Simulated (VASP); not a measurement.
# MgO (CsCl type) (Pm-3m) in VASP: a series of runs, part 2 of 2

VASP 6.6.1. The steps go on from the part before.

## (4) Relaxation of cell and atoms, PBE, target pressure 31 GPa, at which the enthalpy is minimised

This run uses another cell than the first one, of 7.84 Å³/atom, 0.979 times its volume.

Input file INCAR:

```
SYSTEM = MgO
  PREC = Accurate
  ENCUT = 600
  EDIFF = 1E-6
  ISMEAR = -1
  SIGMA = 0.05
  LREAL = .FALSE.
  LASPH = .TRUE.
  NELM = 80
  ALGO = Normal
  ISIF = 3
  LWAVE = .FALSE.
  LCHARG = .FALSE.
  GGA = PE
  IBRION = 2
  NSW = 60
  EDIFFG = -0.005
  PSTRESS = 310.0
```

Input file KPOINTS:

```
regular mesh
0
G
  14 14 14
  0 0 0
```

Input file POSCAR:

```
MgO
1.0
    2.5032420564      0.0000000000      0.0000000000
    0.0000000000      2.5032420564      0.0000000000
    0.0000000000      0.0000000000      2.5032420564
Mg O
1 1
Direct
    0.0000000000      0.0000000000      0.0000000000
    0.5000000000      0.5000000000      0.5000000000
```

Run with:

```sh
$ cat potpaw_PBE.64/Mg/POTCAR potpaw_PBE.64/O/POTCAR > POTCAR
$ mpirun -np 1 vasp_std > vasp.out
```

Wall time 12 s (1 thread of Intel Xeon 6975P-C (Granite Rapids), shared host); peak memory 0.14 GiB.

It converged, with:

| Item | Value |
| --- | --- |
| Free energy | -10.1647 eV |
| Relaxed volume | 7.98 Å³/atom |
| Relaxed cell | a = 2.518 Å, b = 2.518 Å, c = 2.518 Å, α = 90.00°, β = 90.00°, γ = 90.00° |
| Space group after relaxing (to 0.05 Å) | Pm-3m (No. 221) |
| Energy change on relaxing (the enthalpy is what falls) | -28.2 meV/atom |
| Ionic steps | 3 |
| Pressure after relaxing | 31.0 GPa |
| Band gap on the k mesh | 3.88 eV, indirect (least direct gap 5.05 eV) |

The path:
```tsv
step	energy change (eV)	largest force (eV/Å)	pressure (GPa)	volume (Å³)
1	0.0000	0.0000	35.58	15.69
2	-0.1005	0.0000	27.20	16.20
3	-0.0564	0.0000	31.03	15.96
```

Final structure:
```yaml
crystal:
  lattice:
    - [2.51762, 0.00000, 0.00000]
    - [0.00000, 2.51762, 0.00000]
    - [0.00000, 0.00000, 2.51762]
  atoms:
    - { symbol: Mg, position: [0.00000, 0.00000, 0.00000] }
    - { symbol: O, position: [0.50000, 0.50000, 0.50000] }
```

Levels at points of the mesh, in eV from the valence-band top:
| k point | band 2 | band 3 | band 4 | band 5 | band 6 | band 7 |
| --- | --- | --- | --- | --- | --- | --- |
| (0.00, 0.00, 0.00) | -1.17 | -1.17 | -1.17 | 3.88 | 10.68 | 10.68 |
| (0.50, 0.00, 0.00) | -7.37 | -0.68 | -0.68 | 8.26 | 10.97 | 15.29 |
| (0.50, 0.50, 0.00) | -5.41 | -5.41 | 0.00 | 5.46 | 13.71 | 13.71 |
| (0.50, 0.50, 0.50) | -4.30 | -4.30 | -4.30 | 8.10 | 8.10 | 8.10 |

Caveat: the cell is relaxed towards a set pressure, so the enthalpy falls and the energy may rise.

## (5) Relaxation of cell and atoms, PBE, target pressure 31 GPa, at which the enthalpy is minimised

Input file INCAR:

```
ALGO = Normal ; EDIFF = 1E-6
EDIFFG = -0.005 ; ENCUT = 600
GGA = PE ; IBRION = 2
ISIF = 3 ; ISMEAR = -1
LASPH = T ; LCHARG = F
LREAL = F ; LWAVE = F
NELM = 80 ; NSW = 32
PREC = Accurate ; PSTRESS = 310.0
SIGMA = 0.05
```

Input file KPOINTS:

```
k-points
0
Gamma
  14 14 14
```

Input file POSCAR:

```
MgO
1.0
    2.5207730683      0.0000000000      0.0000000000
    0.0000000000      2.5207730683      0.0000000000
    0.0000000000      0.0000000000      2.5207730683
Mg O
1 1
Direct
    0.0000000000      0.0000000000      0.0000000000
    0.5000000000      0.5000000000      0.5000000000
```

Potentials or basis: VASP PAW PBE potentials, release 64 (Mg, O).

Run with:

```sh
$ cat potpaw_PBE.64/Mg/POTCAR potpaw_PBE.64/O/POTCAR > POTCAR
$ mpirun -np 1 vasp_std > vasp.out
```

OUTCAR:

```text
EDIFF = 1E-6
   EDIFFG = -0.005
   ENCUT = 600
   GGA = PE
   IBRION = 2
   ISIF = 3
   ISMEAR = -1
   LASPH = T
   LREAL = F
   NELM = 80
   NSW = 32
   PREC = Accurate
   PSTRESS = 310.0

 ion  position               nearest neighbor table
   1  0.000  0.000  0.000-   2 2.18   2 2.18   2 2.18   2 2.18   2 2.18   2 2.18   2 2.18   2 2.18

   2  0.500  0.500  0.500-   1 2.18   1 2.18   1 2.18   1 2.18   1 2.18   1 2.18   1 2.18   1 2.18

  LATTYP: Found a simple cubic cell.
 ALAT       =     2.5207730683

  Lattice vectors:

 A1 = (   2.5207730683,   0.0000000000,   0.0000000000)
 A2 = (   0.0000000000,   2.5207730683,   0.0000000000)
 A3 = (   0.0000000000,   0.0000000000,   2.5207730683)

Analysis of symmetry for initial positions (statically):
=====================================================================
 Subroutine PRICEL returns:
 Original cell was already a primitive cell.

 Routine SETGRP: Setting up the symmetry group for a
 simple cubic supercell.

 Subroutine GETGRP returns: Found 48 space group operations
 (whereof 48 operations were pure point group operations)
 out of a pool of 48 trial point group operations.

The static configuration has the point symmetry O_h .

Analysis of symmetry for dynamics (positions and initial velocities):
=====================================================================
 Subroutine PRICEL returns:
 Original cell was already a primitive cell.

 Routine SETGRP: Setting up the symmetry group for a
 simple cubic supercell.

 Subroutine GETGRP returns: Found 48 space group operations
 (whereof 48 operations were pure point group operations)
 out of a pool of 48 trial point group operations.

The dynamic configuration has the point symmetry O_h .

 Subroutine INISYM returns: Found 48 space group operations
 (whereof 48 operations are pure point group operations),
[... 119 lines left out ...]
  Thomas-Fermi vector in A             =   2.430186
   LORBIT       =      0    0 simple, 1 ext, 2 COOP (PROOUT), +10 PAW based schemes
   GGA     = PE    functional components
   LHFCALC =     F    Hartree Fock is set to
   AEXX    =    0.0000 exact exchange contribution
   IVDW    =     0    specifies the selected vdW correction
   LEPSILON=     F    determine dielectric tensor
   LRPA    =     F    only Hartree local field effects (RPA)
 conjugate gradient relaxation of ions
 non-spin polarized calculation
  energy-cutoff  :      600.00
  volume of cell :       16.02
 maximum number of plane-waves:       554
   NGX = 11   NGY = 11   NGZ = 11

--------------------------------------- Ionic step        1  -------------------------------------------

 number of electron       8.0000004 magnetization

 Free energy of the ion-electron system (eV)
  ---------------------------------------------------
  ext. energy  EPLUGINS =         0.00000000
  ---------------------------------------------------
  free energy    TOTEN  =       -10.17708127 eV

  energy without entropy =      -10.17708127  energy(sigma->0) =      -10.17708127

------------------------ aborting loop because EDIFF is reached ----------------------------------------

  FORCE on cell =-STRESS in cart. coord.  units (eV):
  Direction    XX          YY          ZZ          XY          YZ          ZX
  --------------------------------------------------------------------------------------
  -------------------------------------------------------------------------------------
  Total        3.0002083      3.0002083      3.0002083     -0.0000000     -0.0000000     -0.0000000
  in kB      300.0963716    300.0963716    300.0963716     -0.0000000     -0.0000000     -0.0000000
  external PRESSURE =      -9.9036284 kB  Pullay stress =     310.0000000 kB
[... 63 lines left out ...]
--------------------------------------- Ionic step        3  -------------------------------------------

 number of electron       8.0000004 magnetization

 Free energy of the ion-electron system (eV)
  ---------------------------------------------------
  ext. energy  EPLUGINS =         0.00000000
  ---------------------------------------------------
  free energy    TOTEN  =       -10.16515234 eV

  energy without entropy =      -10.16515234  energy(sigma->0) =      -10.16515234

 E-fermi :   7.2878     XC(G=0): -11.9671

 val. band max:        6.3452208069   @ k =   0.5000   0.5000   0.0000
 cond. band min:      10.2311904173   @ k =   0.0000   0.0000   0.0000
 fundamental gap:      3.8859696104
 Fermi energy:         7.2878371885

 k-point     1 :       0.0000    0.0000    0.0000
  band No.  band energies     occupation
      1     -13.1636      2.00000
      2       5.1786      2.00000
      3       5.1786      2.00000
      4       5.1786      2.00000
      5      10.2312      0.00000
      6      17.0284      0.00000
      7      17.0284      0.00000
      8      28.9741      0.00000
[... 243 lines left out ...]
 k-point    24 :       0.3571    0.2143    0.0000
  band No.  band energies     occupation
      1     -11.5456      2.00000
      2       0.4892      2.00000
      3       3.3014      2.00000
      4       5.8073      2.00000
      5      14.8135      0.00000
      6      16.9356      0.00000
      7      19.5708      0.00000
      8      25.0983      0.00000

 [... further k-points ...]
[... 5 lines left out ...]
  --------------------------------------------------------------------------------------
  -------------------------------------------------------------------------------------
  Total        3.0875905      3.0875905      3.0875905     -0.0000000     -0.0000000     -0.0000000
  in kB      310.0497301    310.0497301    310.0497301     -0.0000000     -0.0000000     -0.0000000
  external PRESSURE =       0.0497301 kB  Pullay stress =     310.0000000 kB
[... 21 lines left out ...]
  energy  without entropy=      -10.1651523431  energy(sigma->0) =      -10.16515234

  enthalpy is  TOTEN    =        -7.0780570609 eV   P V=        3.0870952823

 reached required accuracy - stopping structural energy minimisation
```

OSZICAR:

```text
N       E                     dE             d eps       ncg     rms          rms(c)
DAV:   1     0.195224027450E+02    0.19522E+02   -0.54469E+03  2224   0.103E+03
DAV:   2    -0.115050802068E+02   -0.31027E+02   -0.29081E+02  2344   0.154E+02
DAV:   3    -0.118582023533E+02   -0.35312E+00   -0.35312E+00  2728   0.193E+01
DAV:   4    -0.118585432892E+02   -0.34094E-03   -0.34094E-03  2864   0.557E-01
[... 17 lines left out ...]
DAV:   1    -0.101656481604E+02   -0.10663E-01   -0.11516E-02  1920   0.114E+00    0.168E-01
DAV:   2    -0.101651591952E+02    0.48897E-03   -0.30509E-03  2000   0.425E-01    0.211E-02
DAV:   3    -0.101651553167E+02    0.38786E-05   -0.24947E-05  2024   0.609E-02    0.109E-02
DAV:   4    -0.101651524971E+02    0.28195E-05   -0.27831E-06  2192   0.173E-02    0.215E-03
DAV:   5    -0.101651523431E+02    0.15399E-06   -0.32038E-07   992   0.465E-03
   3 F= -.70780571E+01 E0= -.70780571E+01  d E =-.195480E-03
```

Run time: 11 s. Hardware: 1 thread of Intel Xeon 6975P-C (Granite Rapids), shared host; peak memory 0.14 GiB.

Results:

```
Free energy                                            : -10.1652 eV
Relaxed volume                                         : 7.98 Å³/atom
Relaxed cell                                           : a = 2.517 Å, b = 2.517 Å, c = 2.517 Å, α = 90.00°, β = 90.00°, γ = 90.00°
Space group after relaxing (to 0.05 Å)                 : Pm-3m (No. 221)
Energy change on relaxing (the enthalpy is what falls) : +6.0 meV/atom
Ionic steps                                            : 3
Pressure after relaxing                                : 31.0 GPa
Band gap on the k mesh                                 : 3.89 eV, indirect (least direct gap 5.05 eV)
```

Step by step:
```
step  energy change (eV)  largest force (eV/Å)  pressure (GPa)  volume (Å³)
   1              0.0000                0.0000           30.01        16.02
   2              0.0221                0.0000           31.87        15.90
   3              0.0119                0.0000           31.00        15.96
```

Final structure:
```
CELL_PARAMETERS angstrom
2.51748 0.00000 0.00000
0.00000 2.51748 0.00000
0.00000 0.00000 2.51748
ATOMIC_POSITIONS crystal
Mg 0.00000 0.00000 0.00000
O 0.50000 0.50000 0.50000
```

Caveat: the cell is relaxed towards a set pressure, so the enthalpy falls and the energy may rise.

## (6) Summary

```csv
task,cell,cutoff (eV),gap on the mesh (eV),pressure (GPa)
single point,"a = 2.521 Å, 2 atoms",520,3.84,30.2
relaxation of cell and atoms,"relaxed to 31 GPa from a = 2.503 Å, 2 atoms",600,3.88,31.0
relaxation of cell and atoms,"relaxed to 31 GPa from a = 2.521 Å, 2 atoms",600,3.89,31.0
```

Alike in all rows: level PBE; potentials or basis VASP PAW PBE potentials, release 64 (Mg, O); no spin polarisation; k mesh 14 × 14 × 14; smearing fermi-dirac 0.05 eV.

Caveats: the cell is relaxed towards a set pressure, so the enthalpy falls and the energy may rise (some runs).

Absolute energies hang on the potentials; compare differences alone.
